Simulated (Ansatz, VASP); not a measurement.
## Cs3SI in VASP and in Ansatz

```
CELL_PARAMETERS angstrom
4.55235 2.62830 4.09676
-4.55235 2.62830 4.09676
0.00000 -5.25660 4.09676
ATOMIC_POSITIONS crystal
Cs 0.38941 0.99753 0.54913
Cs 0.99753 0.54913 0.38941
Cs 0.54913 0.38941 0.99753
S 0.50129 0.50129 0.50129
I 0.06234 0.06234 0.06234
```

Change from the starting cell: the structure that the rattled cell fell into.

Alike in both runs: task single point; functional PBE; k mesh 3 × 3 × 3; occupations gaussian, width 0.1 eV; no spin polarisation.

|  | VASP | Ansatz |
| --- | --- | --- |
| version | VASP 6.6.1 | Ansatz 0.2.0 |
| potentials or method | VASP PAW PBE potentials, release 64 (Cs_sv, S, I), cutoff 520 eV | scalar-relativistic, plane waves, PAW |
| valence electrons in the cell | 40 | 50 |

```csv
,VASP,Ansatz,Ansatz less VASP
gap on the k mesh at the Fermi level (eV),1.32,1.34,+0.017
least direct gap on the mesh (eV),1.32,1.34,+0.017
pressure (GPa),0.0,0.0,-0.04
rms of the force components (eV/Å),0.014,0.016,+0.0020
```

Atom by atom the forces differ by 0.003 eV/Å (rms over components). VASP's potentials hold 40 valence electrons a cell and Ansatz's 50, so a difference there can come from the potentials and not from the codes.

Neither program's run includes spin-orbit coupling.
